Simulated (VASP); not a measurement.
# ZnSe (I-4m2) in VASP: a series of runs, part 3 of 3

VASP 6.6.1. The steps go on from the part before.

## Step 6: Electric field gradients, LDA (equal xx and yy strain of +2 %)

The input, INCAR:

```
ALGO = Normal
EDIFF = 1E-8
ENCUT = 520
GGA = CA
ISIF = 2
ISMEAR = -1
LASPH = True
LCHARG = False
LEFG = True
LREAL = False
LWAVE = False
NBANDS = 16
NELM = 80
PREC = Accurate
SIGMA = 0.03
```

The input, KPOINTS:

```
k-points
0
Gamma
  8 8 8
```

The input, POSCAR:

```
ZnSe
1.0
    0.0000000000      2.8904760000      2.8338000000
    2.8904760000      0.0000000000      2.8338000000
    2.8904760000      2.8904760000      0.0000000000
Zn Se
1 1
Direct
    0.0000000000      0.0000000000      0.0000000000
    0.7500000000      0.7500000000      0.7500000000
```

Potentials or basis: VASP PAW LDA potentials, release 64 (Zn, Se).

Run with:

```console
$ cat potpaw_LDA.64/Zn/POTCAR potpaw_LDA.64/Se/POTCAR > POTCAR
$ mpirun -np 1 vasp_std > vasp.out
```

OUTCAR:

```text
EDIFF = 1E-8
   ENCUT = 520
   GGA = CA
   ISIF = 2
   ISMEAR = -1
   LASPH = True
   LREAL = False
   NELM = 80
   PREC = Accurate

 ion  position               nearest neighbor table
   1  0.000  0.000  0.000-   2 2.49   2 2.49   2 2.49   2 2.49
   2  0.750  0.750  0.750-   1 2.49   1 2.49   1 2.49   1 2.49

  LATTYP: Found a body centered tetragonal cell.
 ALAT       =     4.0877503609
 C/A-ratio  =     1.3864838847

  Lattice vectors:

 A1 = (   0.0000000000,  -2.8904760000,  -2.8338000000)
 A2 = (   0.0000000000,   2.8904760000,  -2.8338000000)
 A3 = (   2.8904760000,   0.0000000000,   2.8338000000)

Analysis of symmetry for initial positions (statically):
=====================================================================
 Subroutine PRICEL returns:
 Original cell was already a primitive cell.

 Routine SETGRP: Setting up the symmetry group for a
 body centered tetragonal supercell.

 Subroutine GETGRP returns: Found  8 space group operations
 (whereof  8 operations were pure point group operations)
 out of a pool of 16 trial point group operations.

The static configuration has the point symmetry D_2d.

Analysis of symmetry for dynamics (positions and initial velocities):
=====================================================================
 Subroutine PRICEL returns:
 Original cell was already a primitive cell.

 Routine SETGRP: Setting up the symmetry group for a
 body centered tetragonal supercell.

 Subroutine GETGRP returns: Found  8 space group operations
 (whereof  8 operations were pure point group operations)
 out of a pool of 16 trial point group operations.

The dynamic configuration has the point symmetry D_2d.

 Subroutine INISYM returns: Found  8 space group operations
 (whereof  8 operations are pure point group operations),
 and found     1 'primitive' translations

----------------------------------------------------------------------------------------

                                     Primitive cell

  volume of cell :      47.3520

  direct lattice vectors                    reciprocal lattice vectors
     0.000000000  2.890476000  2.833800000    -0.172981889  0.172981889  0.176441527
     2.890476000  0.000000000  2.833800000     0.172981889 -0.172981889  0.176441527
     2.890476000  2.890476000  0.000000000     0.172981889  0.172981889 -0.176441527

  length of vectors
     4.047872768  4.047872768  4.087750361     0.301624072  0.301624072  0.301624072

  position of ions in fractional coordinates (direct lattice)
     0.000000000  0.000000000  0.000000000
     0.750000000  0.750000000  0.750000000

  ion indices of the primitive-cell ions
   primitive index   ion index
                 1           1
                 2           2

----------------------------------------------------------------------------------------

 KPOINTS: k-points

[... 67 lines left out ...]
   EDIFF  = 0.1E-07   stopping-criterion for ELM
   LREAL  =      F    real-space projection
   EDIFFG = 0.1E-06   stopping-criterion for IOM
   NSW    =      0    number of steps for IOM
   IBRION =     -1    ionic relax: 0-MD 1-quasi-New 2-CG
   NFREE  =      0    steps in history (QN), initial steepest desc. (CG)
   ISIF   =      2    stress and relaxation
   ISYM   =      2    0-nonsym 1-usesym 2-fastsym
   POTIM  = 0.5000    time-step for ionic-motion
   TEBEG  =    0.0;   TEEND  =   0.0 temperature during run
   PSTRESS=    0.0 pullay stress
   NELECT =      18.0000    total number of electrons
   NUPDOWN=      -1.0000    fix difference up-down
   EMIN   =  10.00;   EMAX   =-10.00  energy-range for DOS
   EFERMI =   0.00;   METHOD = LEGACY
   ISMEAR =    -1;   SIGMA  =   0.03  broadening in eV -4-tet -1-fermi 0-gaus
   EFERMI_NEDOS =   21; number of points for ismear=-14 and -15
   IALGO  =     38    algorithm
   IMIX   =      4    mixing-type and parameters
     AMIX     =   0.40;   BMIX     =  1.00
     AMIX_MAG =   1.60;   BMIX_MAG =  1.00
  volume/ion in A,a.u.               =      23.68       159.77
  Fermi-wavevector in a.u.,A,eV,Ry     =   1.185914  2.241052 19.135110  1.406391
  Thomas-Fermi vector in A             =   2.322097
   LORBIT       =      0    0 simple, 1 ext, 2 COOP (PROOUT), +10 PAW based schemes
   GGA     = CA    functional components
   LHFCALC =     F    Hartree Fock is set to
   AEXX    =    0.0000 exact exchange contribution
   IVDW    =     0    specifies the selected vdW correction
   LEPSILON=     F    determine dielectric tensor
   LRPA    =     F    only Hartree local field effects (RPA)
 non-spin polarized calculation
  energy-cutoff  :      520.00
  volume of cell :       47.35
 maximum number of plane-waves:      1295
   NGX = 15   NGY = 15   NGZ = 15

 number of electron      18.0000014 magnetization

 Free energy of the ion-electron system (eV)
  ---------------------------------------------------
  ext. energy  EPLUGINS =         0.00000000
  ---------------------------------------------------
  free energy    TOTEN  =        -7.30125475 eV

  energy without entropy =       -7.30125475  energy(sigma->0) =       -7.30125475

 E-fermi :   1.6496     XC(G=0):  -9.5248

 val. band max:        1.2135867682   @ k =   0.0000   0.0000   0.0000
 cond. band min:       2.0780227564   @ k =   0.0000   0.0000   0.0000
 fundamental gap:      0.8644359882
 Fermi energy:         1.6496404522

 k-point     1 :       0.0000    0.0000    0.0000
  band No.  band energies     occupation
      1     -11.8759      2.00000
      2      -5.3745      2.00000
      3      -5.3745      2.00000
      4      -5.3667      2.00000
      5      -5.0486      2.00000
      6      -5.0457      2.00000
[... 433 lines left out ...]
      3      -5.2808      2.00000
      4      -5.1959      2.00000
      5      -5.0450      2.00000
      6      -5.0288      2.00000
[... 8 lines left out ...]
     15      12.6072      0.00000
     16      13.3026      0.00000

 [... further k-points ...]
[... 5 lines left out ...]
  --------------------------------------------------------------------------------------
  -------------------------------------------------------------------------------------
  Total       -1.5984066     -1.5984066     -1.3718289      0.0000000      0.0000000      0.0000000
  in kB      -54.0828945    -54.0828945    -46.4165220      0.0000000      0.0000000      0.0000000
  external PRESSURE =     -51.5274370 kB  Pullay stress =       0.0000000 kB

 VOLUME and BASIS-vectors are now :
 -----------------------------------------------------------------------------
  energy-cutoff  :      520.00
  volume of cell :       47.35
      direct lattice vectors                 reciprocal lattice vectors
     0.000000000  2.890476000  2.833800000    -0.172981889  0.172981889  0.176441527
     2.890476000  0.000000000  2.833800000     0.172981889 -0.172981889  0.176441527
     2.890476000  2.890476000  0.000000000     0.172981889  0.172981889 -0.176441527

 POSITION                                       TOTAL-FORCE (eV/Angst)
 -----------------------------------------------------------------------------------
      0.00000      0.00000      0.00000         0.000000      0.000000      0.000000
      4.33571      4.33571      4.25070        -0.000000     -0.000000     -0.000000
 -----------------------------------------------------------------------------------
    total drift:                                0.000001      0.000001     -0.000000

  FREE ENERGIE OF THE ION-ELECTRON SYSTEM (eV)
  ---------------------------------------------------
  free  energy   TOTEN  =        -7.3012547475 eV

  energy  without entropy=       -7.3012547452  energy(sigma->0) =       -7.30125475

 Electric field gradients (V/A^2)
---------------------------------------------------------------------
 ion       V_xx      V_yy      V_zz      V_xy      V_xz      V_yz
---------------------------------------------------------------------
   1      -1.600    -1.600     3.201    -0.002    -0.001    -0.001
   2       4.037     4.037    -8.074    -0.000    -0.000    -0.000
---------------------------------------------------------------------

 Electric field gradients after diagonalization (V/A^2)
 (convention: |V_zz| > |V_xx| > |V_yy|)
----------------------------------------------------------------------
 ion       V_xx      V_yy      V_zz     asymmetry (V_yy - V_xx)/ V_zz
----------------------------------------------------------------------
   1      -1.602    -1.599     3.201       0.001
   2       4.037     4.037    -8.074       0.000
----------------------------------------------------------------------

           NMR quadrupolar parameters

 Cq : quadrupolar parameter    Cq=e*Q*V_zz/h
 eta: asymmetry parameters     (V_yy - V_xx)/ V_zz
 Q  : nuclear electric quadrupole moment in mb (millibarn)
----------------------------------------------------------------------
 ion       Cq(MHz)       eta       Q (mb)
----------------------------------------------------------------------
   1       0.008       0.001       1.000
   2      -0.020       0.000       1.000
----------------------------------------------------------------------
```

OSZICAR:

```text
N       E                     dE             d eps       ncg     rms          rms(c)
DAV:   1     0.860223578104E+02    0.86022E+02   -0.86990E+03  1888   0.126E+03
DAV:   2    -0.193895122667E+01   -0.87961E+02   -0.82603E+02  2064   0.249E+02
DAV:   3    -0.755928913281E+01   -0.56203E+01   -0.55977E+01  2376   0.623E+01
DAV:   4    -0.760703078072E+01   -0.47742E-01   -0.47736E-01  2248   0.599E+00
DAV:   5    -0.760728295941E+01   -0.25218E-03   -0.25218E-03  2496   0.399E-01    0.444E+00
DAV:   6    -0.732997391291E+01    0.27731E+00   -0.54949E-01  2784   0.236E+01    0.341E+00
DAV:   7    -0.730606717657E+01    0.23907E-01   -0.13479E-01  2296   0.349E+00    0.143E+00
DAV:   8    -0.730176080625E+01    0.43064E-02   -0.29980E-03  2864   0.647E-01    0.380E-01
DAV:   9    -0.730124186712E+01    0.51894E-03   -0.85273E-04  2224   0.234E-01    0.593E-02
DAV:  10    -0.730125752567E+01   -0.15659E-04   -0.79297E-05  2408   0.918E-02    0.138E-02
DAV:  11    -0.730125462806E+01    0.28976E-05   -0.83380E-06  2752   0.512E-02    0.327E-03
DAV:  12    -0.730125474106E+01   -0.11300E-06   -0.15413E-06  2280   0.826E-03    0.142E-03
DAV:  13    -0.730125474749E+01   -0.64231E-08   -0.57157E-08  2424   0.301E-03
   1 F= -.73012547E+01 E0= -.73012547E+01  d E =-.228236E-08
```

It took 22 s on 1 thread of AMD EPYC 9R45 (Zen 5), shared host; peak memory 0.14 GiB.

What came out:

```
Free energy            : -7.3013 eV
Pressure               : -5.2 GPa
Band gap on the k mesh : 0.86 eV, direct
```

Levels at points of the mesh, in eV from the valence-band top:
```
           k point  band 7  band 8  band 9  band 10  band 11  band 12
(0.00, 0.00, 0.00)   -0.07   -0.07    0.00     0.86     5.66     5.67
(0.50, 0.00, 0.00)   -5.09   -0.92   -0.81     2.25     6.17     6.32
(0.50, 0.50, 0.00)   -4.62   -2.18   -2.18     2.79     3.15    10.30
(0.50, 0.00, 0.50)   -4.74   -2.09   -2.06     2.87     3.34    10.12
```

Electric field gradients, principal values (V/Å²):
| atom | least | middle | greatest (by size) |
| --- | --- | --- | --- |
| 1 Zn | -1.599 | -1.602 | 3.201 |
| 2 Se | 4.037 | 4.037 | -8.074 |

Caveat: the cell differs from its parent crystal (equal xx and yy strain of +2 %); without QUAD_EFG the Cq values of the log hold for a quadrupole moment of 1 mb, not for the nuclei.

## Step 7: Overview

```csv
cell,gap on the mesh (eV),pressure (GPa)
"a = 4.028, b = 4.028, c = 4.008 Å, angles 60.2, 60.2, 59.7°, 2 atoms",1.02,-3.6
"a = 4.028, b = 4.028, c = 4.048 Å, angles 59.8, 59.8, 60.3°, 2 atoms",0.96,-4.2
"a = 4.048, b = 4.048, c = 4.008 Å, angles 60.3, 60.3, 59.3°, 2 atoms",0.96,-4.2
"a = 4.048, b = 4.048, c = 4.088 Å, angles 59.7, 59.7, 60.7°, 2 atoms",0.86,-5.2
```

Alike in all rows: task electric field gradients; level LDA; potentials or basis VASP PAW LDA potentials, release 64 (Zn, Se); no spin polarisation; k mesh 8 × 8 × 8; cutoff (eV) 520; smearing fermi-dirac 0.03 eV.

Absolute energies hang on the potentials; compare differences alone.
